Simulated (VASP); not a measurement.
# CdSe (P1) in VASP: single point with PBE

Aim: the single point of CdSe with PBE.

Program: VASP 6.6.1. These are calculated values, not measurements. Logs are shortened: lines on timing, memory, paths and dates and some standing lists are left out, and cuts for length are marked.

### Step 1. The cell of the first run

The typed cell holds 2 atoms: a = 4.115 Å, b = 4.237 Å, c = 4.203 Å, α = 61.07°, β = 61.09°, γ = 60.77°.

### Step 2. Single point, PBE (atoms moved at random and the cell strained at random)

INCAR

```
SYSTEM = CdSe
PREC = Accurate ; ENCUT = 520
EDIFF = 1E-7 ; ISMEAR = 0
SIGMA = 0.05 ; LREAL = .False.
LASPH = .True. ; NELM = 80
ALGO = Normal ; ISIF = 2
LWAVE = .False. ; LCHARG = .False.
GGA = PE ; NBANDS = 16
```

KPOINTS

```
regular mesh
0
Gamma
  10 10 10
  0 0 0
```

POSCAR

```
CdSe
1.0
   -0.0048203258      2.8964938488      2.9223148295
    3.0040147461     -0.0693267237      2.9868212274
    2.9929924725      2.9499779730     -0.0583044501
Cd Se
1 1
Direct
   -0.0281359510      0.0080823479      0.0112091075
    0.7781359510      0.7419176521      0.7387908925
```

Potentials or basis: VASP PAW PBE potentials, release 64 (Cd, Se).

Launch:

```sh
> cat potpaw_PBE.64/Cd/POTCAR potpaw_PBE.64/Se/POTCAR > POTCAR
> mpirun -np 1 vasp_std > vasp.out
```

OUTCAR:

```text
SYSTEM = CdSe
   PREC = Accurate
   ENCUT = 520
   EDIFF = 1E-7
   ISMEAR = 0
   LREAL = .False.
   LASPH = .True.
   NELM = 80
   ISIF = 2
   GGA = PE

 ion  position               nearest neighbor table
   1  0.972  0.008  0.011-   2 2.50   2 2.54   2 2.58   2 2.74
   2  0.778  0.742  0.739-   1 2.50   1 2.54   1 2.58   1 2.74

  LATTYP: Found a triclinic cell.
 ALAT       =     7.3899306167
 B/A-ratio  =     0.5802832393
 C/A-ratio  =     1.7183165222
 COS(alpha) =     0.0020638056
 COS(beta)  =     0.4767803951
 COS(gamma) =     0.8701015353

  Lattice vectors:

 A1 = (  -3.0198573455,   5.9851252692,  -3.1096320754)
 A2 = (  -0.0110222736,   3.0193046967,  -3.0451256775)
 A3 = ( -12.0084754146,   2.9281790478,   2.9099109339)

Analysis of symmetry for initial positions (statically):
=====================================================================
 Subroutine PRICEL returns:
 Original cell was already a primitive cell.

 Routine SETGRP: Setting up the symmetry group for a
 triclinic supercell.

 Subroutine GETGRP returns: Found  1 space group operations
 (whereof  1 operations were pure point group operations)
 out of a pool of  2 trial point group operations.

The static configuration has the point symmetry C_1 .

Analysis of symmetry for dynamics (positions and initial velocities):
=====================================================================
 Subroutine PRICEL returns:
 Original cell was already a primitive cell.

 Routine SETGRP: Setting up the symmetry group for a
 triclinic supercell.

 Subroutine GETGRP returns: Found  1 space group operations
 (whereof  1 operations were pure point group operations)
 out of a pool of  2 trial point group operations.

The dynamic configuration has the point symmetry C_1 .

 Subroutine INISYM returns: Found  1 space group operations
 (whereof  1 operations are pure point group operations),
 and found     1 'primitive' translations

----------------------------------------------------------------------------------------

                                     Primitive cell

  volume of cell :      52.9463

  direct lattice vectors                    reciprocal lattice vectors
    -0.004820326  2.896493849  2.922314829    -0.166338510  0.172149414  0.171291769
     3.004014746 -0.069326724  2.986821227     0.166010405 -0.165189619  0.164003870
     2.992992473  2.949977973 -0.058304450     0.167224105  0.166075215 -0.164331974

  length of vectors
     4.114562409  4.236745429  4.202829213     0.294354872  0.285909661  0.287314942

[... 81 lines left out ...]
   LREAL  =      F    real-space projection
   EDIFFG = 0.1E-05   stopping-criterion for IOM
   NSW    =      0    number of steps for IOM
   IBRION =     -1    ionic relax: 0-MD 1-quasi-New 2-CG
   NFREE  =      0    steps in history (QN), initial steepest desc. (CG)
   ISIF   =      2    stress and relaxation
   ISYM   =      2    0-nonsym 1-usesym 2-fastsym
   POTIM  = 0.5000    time-step for ionic-motion
   TEBEG  =    0.0;   TEEND  =   0.0 temperature during run
   PSTRESS=    0.0 pullay stress
   NELECT =      18.0000    total number of electrons
   NUPDOWN=      -1.0000    fix difference up-down
   EMIN   =  10.00;   EMAX   =-10.00  energy-range for DOS
   EFERMI =   0.00;   METHOD = LEGACY
   ISMEAR =     0;   SIGMA  =   0.05  broadening in eV -4-tet -1-fermi 0-gaus
   EFERMI_NEDOS =   21; number of points for ismear=-14 and -15
   IALGO  =     38    algorithm
   IMIX   =      4    mixing-type and parameters
     AMIX     =   0.40;   BMIX     =  1.00
     AMIX_MAG =   1.60;   BMIX_MAG =  1.00
  volume/ion in A,a.u.               =      26.47       178.65
  Fermi-wavevector in a.u.,A,eV,Ry     =   1.142581  2.159165 17.762290  1.305492
  Thomas-Fermi vector in A             =   2.279279
   LORBIT       =      0    0 simple, 1 ext, 2 COOP (PROOUT), +10 PAW based schemes
   GGA     = PE    functional components
   LHFCALC =     F    Hartree Fock is set to
   AEXX    =    0.0000 exact exchange contribution
   IVDW    =     0    specifies the selected vdW correction
   LEPSILON=     F    determine dielectric tensor
   LRPA    =     F    only Hartree local field effects (RPA)
 non-spin polarized calculation
 Gauss-broadening in eV      SIGMA  =   0.05
  energy-cutoff  :      520.00
  volume of cell :       52.95
 maximum number of plane-waves:      1446
   NGX = 15   NGY = 15   NGZ = 15

 number of electron      18.0000000 magnetization

 Free energy of the ion-electron system (eV)
  ---------------------------------------------------
  ext. energy  EPLUGINS =         0.00000000
  ---------------------------------------------------
  free energy    TOTEN  =        -5.28673604 eV

  energy without entropy =       -5.28673604  energy(sigma->0) =       -5.28673604

 E-fermi :   1.7861     XC(G=0):  -9.1696

 val. band max:        1.5438191983   @ k =   0.0000   0.0000   0.0000
 cond. band min:       2.1762984410   @ k =   0.0000   0.0000   0.0000
 fundamental gap:      0.6324792427
 Fermi energy:         1.7861141613

 k-point     1 :       0.0000    0.0000    0.0000
  band No.  band energies     occupation
      1     -11.5328      2.00000
      2      -6.8296      2.00000
      3      -6.7978      2.00000
      4      -6.5960      2.00000
      5      -6.3071      2.00000
      6      -6.2967      2.00000
[... 433 lines left out ...]
      3      -6.6772      2.00000
      4      -6.3139      2.00000
      5      -6.2970      2.00000
      6      -6.0027      2.00000
[... 8 lines left out ...]
     15      12.9360      0.00000
     16      14.0105      0.00000

 [... further k-points ...]

------------------------ aborting loop because EDIFF is reached ----------------------------------------

  FORCE on cell =-STRESS in cart. coord.  units (eV):
  Direction    XX          YY          ZZ          XY          YZ          ZX
  --------------------------------------------------------------------------------------
  -------------------------------------------------------------------------------------
  Total        2.5731322      2.5457746      2.4530128      1.1290125     -0.0641509      0.7584279
  in kB       77.8640109     77.0361561     74.2291498     34.1643688     -1.9412307     22.9503326
  external PRESSURE =      76.3764389 kB  Pullay stress =       0.0000000 kB

 VOLUME and BASIS-vectors are now :
 -----------------------------------------------------------------------------
  energy-cutoff  :      520.00
  volume of cell :       52.95
      direct lattice vectors                 reciprocal lattice vectors
    -0.004820326  2.896493849  2.922314829    -0.166338510  0.172149414  0.171291769
     3.004014746 -0.069326724  2.986821227     0.166010405 -0.165189619  0.164003870
     2.992992473  2.949977973 -0.058304450     0.167224105  0.166075215 -0.164331974

 POSITION                                       TOTAL-FORCE (eV/Angst)
 -----------------------------------------------------------------------------------
      0.05314      2.84750      2.86358        -0.093801      0.429060      0.665303
      4.43618      4.38185      4.44686         0.093801     -0.429060     -0.665303
 -----------------------------------------------------------------------------------
    total drift:                               -0.000001     -0.000139     -0.000109

  FREE ENERGIE OF THE ION-ELECTRON SYSTEM (eV)
  ---------------------------------------------------
  free  energy   TOTEN  =        -5.2867360351 eV

  energy  without entropy=       -5.2867360351  energy(sigma->0) =       -5.28673604
```

stdout:

```text
POSCAR found type information on POSCAR CdSe
 POSCAR found :  2 types and       2 ions
 scaLAPACK will be used
 LDA part: xc-table for (Slater+PW92), standard interpolation
 POSCAR, INCAR and KPOINTS ok, starting setup
 FFT: planning ... GRIDC
 FFT: planning ... GRID_SOFT
 FFT: planning ... GRID
 WAVECAR not read
 entering main loop
```

It took 3.2 min on 1 thread of Intel Xeon Platinum 8488C (Sapphire Rapids), shared host; peak memory 0.54 GiB.

Results:

```
Free energy            : -5.2867 eV
Pressure               : 7.6 GPa
Largest force          : 0.797 eV/Å
Band gap on the k mesh : 0.63 eV
```

Forces on the atoms (eV/Å):
```
Cd  -0.094  0.429  0.665
Se   0.094 -0.429 -0.665
```

Levels at points of the mesh, in eV from the valence-band top:
| k point | band 5 | band 6 | band 7 | band 8 | band 9 | band 10 | band 11 | band 12 | band 13 | band 14 |
| --- | --- | --- | --- | --- | --- | --- | --- | --- | --- | --- |
| (0.00, 0.00, 0.00) | -7.85 | -7.84 | -0.21 | -0.16 | 0.00 | 0.63 | 5.63 | 5.91 | 6.16 | 9.89 |
| (0.50, 0.00, 0.00) | -7.80 | -7.43 | -4.47 | -0.89 | -0.88 | 2.02 | 6.00 | 6.21 | 7.34 | 10.21 |
| (0.00, 0.50, 0.00) | -7.81 | -7.53 | -4.94 | -1.13 | -0.62 | 2.56 | 6.09 | 6.97 | 7.42 | 10.11 |
| (0.50, 0.50, 0.00) | -7.78 | -7.44 | -4.44 | -2.17 | -2.10 | 2.86 | 3.72 | 9.18 | 10.33 | 10.71 |
| (0.00, 0.00, 0.50) | -7.81 | -7.53 | -4.99 | -1.19 | -0.65 | 2.56 | 6.15 | 6.89 | 7.48 | 10.08 |
| (0.50, 0.00, 0.50) | -7.77 | -7.43 | -4.41 | -2.24 | -2.10 | 2.82 | 3.64 | 9.27 | 10.38 | 10.64 |
| (0.00, 0.50, 0.50) | -7.78 | -7.44 | -4.51 | -2.35 | -1.86 | 2.73 | 3.91 | 9.24 | 10.46 | 10.59 |
| (0.50, 0.50, 0.50) | -7.81 | -7.50 | -4.95 | -1.29 | -0.80 | 2.36 | 5.91 | 6.71 | 7.58 | 10.05 |

Caveat: the cell differs from its parent crystal (atoms moved at random and the cell strained at random); the cell stands under pressure.
